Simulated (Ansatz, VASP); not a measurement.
# Hg: VASP beside Ansatz

```
Hg
1.0
     4.62250    0.00000    0.00000
    -2.31125    4.00320    0.00000
     0.00000    0.00000    5.24438
Hg
3
Cartesian
  1.0419 0.0000 1.7481
  -0.5210 0.9023 3.4963
  1.7903 3.1009 0.0000
```

Alike in both runs: task single point; functional PBEsol; k mesh 6 × 6 × 4; occupations gaussian, width 0.1 eV; no spin polarisation.

|  | VASP | Ansatz |
| --- | --- | --- |
| version | VASP 6.6.1 | Ansatz 0.2.0 |
| potentials or method | VASP PAW PBE potentials, release 64 (Hg_sv_GW), cutoff 500 eV | scalar-relativistic, plane waves, PAW |
| valence electrons in the cell | 60 | 60 |

Ansatz gave:

```
gap on the k mesh at the Fermi level (eV)                     : none
pressure (GPa)                                                : 6.5
traceless stress, the component that is largest in VASP (GPa) : 5.70
rms of the force components (eV/Å)                            : 1.785
```

Question: Estimate VASP's values.

Answer: gap on the k mesh at the Fermi level (eV): none; pressure (GPa): 5.7; traceless stress, the component that is largest in VASP (GPa): 5.74; rms of the force components (eV/Å): 1.805.

VASP's potentials were made for PBE, not for PBEsol. Atom by atom the forces differ by 0.020 eV/Å (rms over components). A gap of «none» marks a metal or a gap that the smearing closes. The functional is the same, so the differences come from potentials, cutoffs and numerics.

Spin-orbit coupling is off throughout.
